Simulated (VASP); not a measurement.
Here is a VASP 6.6.1 calculation.

INCAR

```
SYSTEM = Se
  ALGO = Normal
  EDIFF = 1E-6
  ENCUT = 520
  ISIF = 2
  ISMEAR = -1
  LASPH = .TRUE.
  LCHARG = .FALSE.
  LREAL = .FALSE.
  LWAVE = .FALSE.
  NBANDS = 13
  NELM = 80
  PREC = Accurate
  SIGMA = 0.1
```

The input KPOINTS:

```
k-points
0
G
  15 15 15
  0 0 0
```

File POSCAR:

```
Se
1.0
    0.0000000000      3.0840858748      3.0840858748
    3.0840858748      0.0000000000      3.0840858748
    3.0840858748      3.0840858748      0.0000000000
Se
2
Direct
    0.1250000000      0.1250000000      0.1250000000
    0.8750000000      0.8750000000      0.8750000000
```

Potentials or basis: VASP PAW LDA potentials, release 64 (Se).

Run with:

```bash
$ cat potpaw_LDA.64/Se/POTCAR > POTCAR
$ mpirun -np 1 vasp_std > vasp.out
```

**Question.** Estimate the pressure.

**Answer.** 0.1 GPa.

**Question.** Estimate the band gap on the k mesh.

**Answer.** Zero (bands 6 and 7 overlap by 1.13 eV).
